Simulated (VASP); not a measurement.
A run of VASP 6.6.1 is set up as follows.

Contents of INCAR:

```
ALGO     = Normal         # electronic algorithm
EDIFF    = 1E-7           # SCF threshold, eV
EDIFFG   = -0.04          # ionic threshold
ENCUT    = 500            # plane-wave cutoff, eV
GGA      = PE             # functional
GGA_COMPAT= F            
IBRION   = 2              # ionic algorithm
ISIF     = 3              # what is computed and relaxed
ISMEAR   = 0              # smearing method
LASPH    = T              # aspherical terms in the spheres
LCHARG   = F              # write CHGCAR
LREAL    = F              # projectors in reciprocal space
LWAVE    = F              # write WAVECAR
NELM     = 120            # most SCF steps
NELMIN   = 4            
NSW      = 90             # ionic steps
PREC     = Accurate       # precision mode
SIGMA    = 0.1            # smearing width, eV
```

File KPOINTS:

```
k-points
0
Gamma
  4 4 4
```

The input POSCAR:

```
ScAs4
1.0
   -3.5657207100      3.5657207100      2.3837127300
    3.5657207100     -3.5657207100      2.3837127300
    3.5657207100      3.5657207100     -2.3837127300
Sc As
1 4
Direct
    0.5000000000      0.5000000000      0.0000000000
    0.5000000000      0.8325591900      0.3325591900
    0.5000000000      0.1674408100      0.6674408100
    0.8325591900      0.5000000000      0.3325591900
    0.1674408100      0.5000000000      0.6674408100
```

Potentials or basis: VASP PAW PBE potentials, release 64 (Sc_sv, As).

Command:

```console
$ cat potpaw_PBE.64/Sc_sv/POTCAR potpaw_PBE.64/As/POTCAR > POTCAR
$ mpirun -np 1 vasp_std > vasp.out
```

Task: Predict the relaxed volume.

Result: 27.22 Å³/atom.

Task: Estimate the relaxed cell.

Result: a = 5.972 Å, b = 5.972 Å, c = 5.972 Å, α = 97.88°, β = 97.88°, γ = 136.53°.

Task: What does it give for the space group after relaxing (to 0.1 Å)?

Result: I4/mmm (No. 139).

Forces on the atoms (eV/Å):
```
Sc   0.000  0.000  0.000
As   0.010  0.000  0.000
As  -0.010  0.000  0.000
As   0.000  0.010  0.000
As   0.000 -0.010  0.000
```

Caveat: the k points lie up to 0.41 Å⁻¹ apart in the final cell, too coarse for converged energies and pressures of a metal.
